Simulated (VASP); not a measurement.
Runs of VASP 6.6.1 on HgTe (CsCl type). The structure is that of space group Pm-3m (No. 221), or close to it. The cells are those of the table. 

```tsv
task	cell	k mesh for the DOS	occupations for the DOS	gap on the mesh (eV)	pressure (GPa)
single point	a = 3.727 Å, 2 atoms	-	-	none	3.4
single point	a = 3.118 Å, 2 atoms	-	-	none	133.4
single point	a = 3.410 Å, 2 atoms	-	-	none	36.2
single point	a = 3.279 Å, 2 atoms	-	-	none	(b)
single point	a = 3.805 Å, 2 atoms	-	-	none	0.1
single point	a = 3.532 Å, 2 atoms	-	-	none	18.6
single point	a = 3.646 Å, 2 atoms	-	-	none	(a)
```

Alike in all rows: level PBE; potentials or basis VASP PAW PBE potentials, release 64 (Hg, Te); no spin polarisation; k mesh 11 × 11 × 11; cutoff (eV) 520; smearing fermi-dirac 0.05 eV.

Question: Fill in the values left out.

Answer: (a) 8.2; (b) 66.8.

Caveats: spin-orbit coupling is left out, which moves the levels of the heavy elements.

A k mesh can miss the band edges, and the runs leave out spin-orbit coupling on Hg, Te.

A gap of «none» marks levels without a gap at the run's occupations.
